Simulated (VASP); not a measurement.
# LaY4F (F-43m) in VASP: single point with PBE

Aim: the single point of LaY4F with PBE.

All numbers are computed with VASP 6.6.1; they aren't measurements. Logs are shortened: lines on timing, memory, paths and dates and some standing lists are left out, and cuts for length are marked.

## Step 1: The cell of the first run

The structure is cubic, space group F-43m (No. 216). The conventional cell has a = 11.072 Å, b = 11.072 Å, c = 11.072 Å, α = 90.00°, β = 90.00°, γ = 90.00°. Within 3.5 Å of La (site symmetry -43m) lie 4 Y at 2.68 Å. Within 3.5 Å of Y (site symmetry 3m) lie 1 La at 2.68 Å and 3 Y at 3.45 Å.

## Step 2: Single point, PBE

The input, POSCAR:

```
LaY4F
1.0
    0.0000000000      5.5361898580      5.5361898580
    5.5361898580      0.0000000000      5.5361898580
    5.5361898580      5.5361898580      0.0000000000
La Y F
1 4 1
Direct
    0.5000000000      0.5000000000      0.5000000000
    0.3600536457      0.3600536457      0.9198390630
    0.3600536457      0.9198390630      0.3600536457
    0.9198390630      0.3600536457      0.3600536457
    0.3600536457      0.3600536457      0.3600536457
    0.0000000000      0.0000000000      0.0000000000
```

The input, INCAR.step1:

```
PREC = Accurate
ENCUT = 520
EDIFF = 1E-6
ISMEAR = 0
SIGMA = 0.1
LREAL = F
LASPH = T
NELM = 100
ALGO = Normal
ISIF = 2
LWAVE = F
LCHARG = T
LMAXMIX = 6
GGA = PE
NBANDS = 40
```

The input, KPOINTS.step1:

```
Automatic mesh
0
Gamma
  6 6 6
```

The input, INCAR.step2:

```
PREC = Accurate
ENCUT = 520
EDIFF = 1E-6
ISMEAR = -5
SIGMA = 0.1
LREAL = F
LASPH = T
NELM = 100
ALGO = Normal
ISIF = 2
LWAVE = F
LCHARG = F
LMAXMIX = 6
GGA = PE
LORBIT = 10
NBANDS = 40
NEDOS = 1001
ICHARG = 11
```

The input, KPOINTS.step2:

```
Automatic mesh
0
Gamma
  9 9 9
```

Potentials or basis: VASP PAW PBE potentials, release 64 (La, Y_sv, F).

The run is started by

```console
cat potpaw_PBE.64/La/POTCAR potpaw_PBE.64/Y_sv/POTCAR potpaw_PBE.64/F/POTCAR > POTCAR
cp INCAR.step1 INCAR
cp KPOINTS.step1 KPOINTS
mpirun -np 1 vasp_std > vasp.out
cp INCAR.step2 INCAR
cp KPOINTS.step2 KPOINTS
mpirun -np 1 vasp_std > vasp.out
```

OUTCAR:

```text
PREC = Accurate
   ENCUT = 520
   EDIFF = 1E-6
   ISMEAR = -5
   LREAL = F
   LASPH = T
   NELM = 100
   ISIF = 2
   GGA = PE
   LORBIT = 10
   ICHARG = 11

 ion  position               nearest neighbor table
   1  0.500  0.500  0.500-   5 2.68   3 2.68   4 2.68   2 2.68
   2  0.360  0.360  0.920-   1 2.68   3 3.45   4 3.45   5 3.45
   3  0.360  0.920  0.360-   1 2.68   2 3.45   4 3.45   5 3.45
   4  0.920  0.360  0.360-   1 2.68   2 3.45   3 3.45   5 3.45
   5  0.360  0.360  0.360-   1 2.68   2 3.45   3 3.45   4 3.45
   6  0.000  0.000  0.000-

  LATTYP: Found a face centered cubic cell.
 ALAT       =    11.0723797160

  Lattice vectors:

 A1 = (   0.0000000000,   5.5361898580,   5.5361898580)
 A2 = (   5.5361898580,   0.0000000000,   5.5361898580)
 A3 = (   5.5361898580,   5.5361898580,   0.0000000000)

Analysis of symmetry for initial positions (statically):
=====================================================================
 Subroutine PRICEL returns:
 Original cell was already a primitive cell.

 Routine SETGRP: Setting up the symmetry group for a
 face centered cubic supercell.

 Subroutine GETGRP returns: Found 24 space group operations
 (whereof 24 operations were pure point group operations)
 out of a pool of 48 trial point group operations.

The static configuration has the point symmetry T_d .

Analysis of symmetry for dynamics (positions and initial velocities):
=====================================================================
 Subroutine PRICEL returns:
 Original cell was already a primitive cell.

 Routine SETGRP: Setting up the symmetry group for a
 face centered cubic supercell.

 Subroutine GETGRP returns: Found 24 space group operations
 (whereof 24 operations were pure point group operations)
 out of a pool of 48 trial point group operations.

The dynamic configuration has the point symmetry T_d .

 Subroutine INISYM returns: Found 24 space group operations
 (whereof 24 operations are pure point group operations),
 and found     1 'primitive' translations

----------------------------------------------------------------------------------------

                                     Primitive cell

  volume of cell :     339.3618

  direct lattice vectors                    reciprocal lattice vectors
     0.000000000  5.536189858  5.536189858    -0.090314822  0.090314822  0.090314822
     5.536189858  0.000000000  5.536189858     0.090314822 -0.090314822  0.090314822
     5.536189858  5.536189858  0.000000000     0.090314822  0.090314822 -0.090314822

  length of vectors
     7.829354781  7.829354781  7.829354781     0.156429860  0.156429860  0.156429860

  position of ions in fractional coordinates (direct lattice)
     0.500000000  0.500000000  0.500000000
     0.360053646  0.360053646  0.919839063
     0.360053646  0.919839063  0.360053646
     0.919839063  0.360053646  0.360053646
     0.360053646  0.360053646  0.360053646
     0.000000000  0.000000000  0.000000000

  ion indices of the primitive-cell ions
   primitive index   ion index
                 1           1
                 2           2
                 3           3
                 4           4
                 5           5
                 6           6

----------------------------------------------------------------------------------------

 KPOINTS: Automatic mesh

Automatic generation of k-mesh.
 Grid dimensions read from file:
 generate k-points for:    9    9    9

 Generating k-lattice:

  Cartesian coordinates                     Fractional coordinates (reciprocal lattice)
    -0.010034980  0.010034980  0.010034980     0.111111111  0.000000000  0.000000000
     0.010034980 -0.010034980  0.010034980     0.000000000  0.111111111  0.000000000
     0.010034980  0.010034980 -0.010034980     0.000000000  0.000000000  0.111111111

  Length of vectors
     0.017381096  0.017381096  0.017381096

  Shift w.r.t. Gamma in fractional coordinates (k-lattice)
     0.000000000  0.000000000  0.000000000

 TETIRR: Found    115 inequivalent tetrahedra from     4374

 Subroutine IBZKPT returns following result:
 ===========================================

 Found     35 irreducible k-points:

 Following reciprocal coordinates:
            Coordinates               Weight
  0.000000  0.000000  0.000000      1.000000
  0.111111  0.000000  0.000000      8.000000
  0.222222  0.000000  0.000000      8.000000
  0.333333  0.000000  0.000000      8.000000
  0.444444  0.000000  0.000000      8.000000
  0.111111  0.111111  0.000000      6.000000
[... 16 lines left out ...]
 -0.333333  0.333333  0.000000     12.000000
  0.444444  0.444444  0.000000      6.000000
 [... further k-points ...]
   k-points           NKPTS =     35   k-points in BZ     NKDIM =     35   number of bands    NBANDS=     40
   number of dos      NEDOS =   1001   number of ions     NIONS =      6
   total plane-waves  NPLWV = 216000
   dimension x,y,z NGX =    60 NGY =   60 NGZ =   60
   dimension x,y,z NGXF=   120 NGYF=  120 NGZF=  120
   ions per type =               1   4   1
   NGX,Y,Z   is equivalent  to a cutoff of  12.74, 12.74, 12.74 a.u.
   NGXF,Y,Z  is equivalent  to a cutoff of  25.48, 25.48, 25.48 a.u.
 SYSTEM =  unknown system
   PREC   = accura    normal or accurate (medium, high low for compatibility)
   ISTART =      0    job   : 0-new  1-cont  2-samecut
   ICHARG =     11    charge: 1-file 2-atom 10-const
   ISPIN  =      1    spin polarized calculation?
   LNONCOLLINEAR =      F non collinear calculations
   LSORBIT =      F    spin-orbit coupling
   LASPH  =      T    aspherical Exc in radial PAW
   ENCUT  =  520.0 eV  38.22 Ry    6.18 a.u.  14.56 14.56 14.56*2*pi/ulx,y,z
   NELM   =    100;   NELMIN=  2; NELMDL=  0     # of ELM steps
   EDIFF  = 0.1E-05   stopping-criterion for ELM
   LREAL  =      F    real-space projection
   EDIFFG = 0.1E-04   stopping-criterion for IOM
   NSW    =      0    number of steps for IOM
   IBRION =     -1    ionic relax: 0-MD 1-quasi-New 2-CG
   NFREE  =      0    steps in history (QN), initial steepest desc. (CG)
   ISIF   =      2    stress and relaxation
   ISYM   =      2    0-nonsym 1-usesym 2-fastsym
   POTIM  = 0.5000    time-step for ionic-motion
   TEBEG  =    0.0;   TEEND  =   0.0 temperature during run
   PSTRESS=    0.0 pullay stress
   NELECT =      62.0000    total number of electrons
   NUPDOWN=      -1.0000    fix difference up-down
   EMIN   =  10.00;   EMAX   =-10.00  energy-range for DOS
   EFERMI =   0.00;   METHOD = LEGACY
   ISMEAR =    -5;   SIGMA  =   0.10  broadening in eV -4-tet -1-fermi 0-gaus
   EFERMI_NEDOS =   21; number of points for ismear=-14 and -15
   IALGO  =     38    algorithm
   IMIX   =      4    mixing-type and parameters
     AMIX     =   0.40;   BMIX     =  1.00
     AMIX_MAG =   1.60;   BMIX_MAG =  1.00
  volume/ion in A,a.u.               =      56.56       381.69
  Fermi-wavevector in a.u.,A,eV,Ry     =   0.928933  1.755429 11.740694  0.862917
  Thomas-Fermi vector in A             =   2.055162
   LORBIT       =     10    0 simple, 1 ext, 2 COOP (PROOUT), +10 PAW based schemes
   GGA     = PE    functional components
   LHFCALC =     F    Hartree Fock is set to
   AEXX    =    0.0000 exact exchange contribution
   IVDW    =     0    specifies the selected vdW correction
   LEPSILON=     F    determine dielectric tensor
   LRPA    =     F    only Hartree local field effects (RPA)
 non-spin polarized calculation
 Fermi weights with tetrahedron method with Bloechl corrections
  energy-cutoff  :      520.00
  volume of cell :      339.36
 maximum number of plane-waves:      9185
 NGX is ok and might be reduce to    60

 number of electron      62.0000002 magnetization

 Free energy of the ion-electron system (eV)
  ---------------------------------------------------
  ext. energy  EPLUGINS =         0.00000000
  ---------------------------------------------------
  free energy    TOTEN  =       -24.22523072 eV

  energy without entropy =      -24.22523072  energy(sigma->0) =      -24.22523072

 E-fermi :   0.0941     XC(G=0):  -6.4136

 val. band max:        0.0585715400   @ k =  -0.4444   0.1111   0.0000
 cond. band min:       0.1220744659   @ k =  -0.3333   0.4444   0.2222
 fundamental gap:      0.0635029259
 Fermi energy:         0.0940774057

 k-point     1 :       0.0000    0.0000    0.0000
  band No.  band energies     occupation
      1     -43.1407      2.00000
      2     -43.0998      2.00000
      3     -43.0998      2.00000
      4     -43.0998      2.00000
      5     -31.8768      2.00000
      6     -23.3189      2.00000
[... 32 lines left out ...]
     39       1.8858      0.00000
     40       1.9392      0.00000

 k-point     2 :       0.1111    0.0000    0.0000
  band No.  band energies     occupation
      1     -43.1402      2.00000
      2     -43.1004      2.00000
      3     -43.0998      2.00000
      4     -43.0998      2.00000
      5     -31.8767      2.00000
      6     -23.3220      2.00000
[... 32 lines left out ...]
     39       1.9007      0.00000
     40       1.9954      0.00000

 k-point     3 :       0.2222    0.0000    0.0000
  band No.  band energies     occupation
      1     -43.1387      2.00000
      2     -43.1019      2.00000
      3     -43.0998      2.00000
      4     -43.0998      2.00000
      5     -31.8762      2.00000
      6     -23.3329      2.00000
[... 32 lines left out ...]
     39       1.6376      0.00000
     40       1.9387      0.00000

 k-point     4 :       0.3333    0.0000    0.0000
  band No.  band energies     occupation
      1     -43.1368      2.00000
      2     -43.1038      2.00000
      3     -43.0998      2.00000
      4     -43.0998      2.00000
      5     -31.8757      2.00000
      6     -23.3517      2.00000
[... 32 lines left out ...]
     39       1.4242      0.00000
     40       1.9285      0.00000
[... 772 lines left out ...]
     39       1.4869      0.00000
     40       1.7674      0.00000

 k-point    23 :      -0.3333    0.3333    0.0000
  band No.  band energies     occupation
      1     -43.1335      2.00000
      2     -43.1071      2.00000
      3     -43.0998      2.00000
      4     -43.0998      2.00000
      5     -31.8750      2.00000
      6     -23.4034      2.00000
[... 32 lines left out ...]
     39       1.5879      0.00000
     40       1.6226      0.00000

 k-point    24 :       0.4444    0.4444    0.0000
  band No.  band energies     occupation
      1     -43.1332      2.00000
      2     -43.1074      2.00000
      3     -43.0998      2.00000
      4     -43.0998      2.00000
      5     -31.8750      2.00000
      6     -23.4110      2.00000
[... 32 lines left out ...]
     39       1.3203      0.00000
     40       1.7182      0.00000

 [... further k-points ...]

------------------------ aborting loop because EDIFF is reached ----------------------------------------

  FORCE on cell =-STRESS in cart. coord.  units (eV):
  Direction    XX          YY          ZZ          XY          YZ          ZX
  --------------------------------------------------------------------------------------
  -------------------------------------------------------------------------------------
  Total        0.0802333      0.0802333      0.0802333      0.0000000      0.0000000      0.0000000
  in kB        0.3787935      0.3787935      0.3787935      0.0000000      0.0000000      0.0000000
  external PRESSURE =       0.3787935 kB  Pullay stress =       0.0000000 kB

 VOLUME and BASIS-vectors are now :
 -----------------------------------------------------------------------------
  energy-cutoff  :      520.00
  volume of cell :      339.36
      direct lattice vectors                 reciprocal lattice vectors
     0.000000000  5.536189858  5.536189858    -0.090314822  0.090314822  0.090314822
     5.536189858  0.000000000  5.536189858     0.090314822 -0.090314822  0.090314822
     5.536189858  5.536189858  0.000000000     0.090314822  0.090314822 -0.090314822

 POSITION                                       TOTAL-FORCE (eV/Angst)
 -----------------------------------------------------------------------------------
      5.53619      5.53619      5.53619        -0.000000     -0.000000     -0.000000
      7.08573      7.08573      3.98665        -0.050783     -0.050783      0.050783
      7.08573      3.98665      7.08573        -0.050783      0.050783     -0.050783
      3.98665      7.08573      7.08573         0.050783     -0.050783     -0.050783
      3.98665      3.98665      3.98665         0.050783      0.050783      0.050783
      0.00000      0.00000      0.00000        -0.000000     -0.000000     -0.000000
 -----------------------------------------------------------------------------------
    total drift:                               -0.008822     -0.008822     -0.008822

  FREE ENERGIE OF THE ION-ELECTRON SYSTEM (eV)
  ---------------------------------------------------
  free  energy   TOTEN  =       -24.2252307222 eV

  energy  without entropy=      -24.2252307222  energy(sigma->0) =      -24.22523072

 total charge

# of ion       s       p       d       f       tot
--------------------------------------------------
    1        2.006   5.459   1.787   0.147   9.399
    2        2.242   6.071   1.162   0.025   9.500
    3        2.242   6.071   1.162   0.025   9.500
    4        2.242   6.071   1.162   0.025   9.500
    5        2.242   6.071   1.162   0.025   9.500
    6        1.737   4.224   0.000   0.000   5.962
--------------------------------------------------
tot         12.713  33.968   6.434   0.247  53.362
```

It took 12 min on 1 thread of Intel Xeon 6975P-C (Granite Rapids), shared host; peak memory 0.79 GiB.

Results:

- Valence electrons inside the program's atomic spheres: La 9.40; Y 9.50; F 5.96

Caveat: spin-orbit coupling is left out, which moves the levels of the heavy elements.
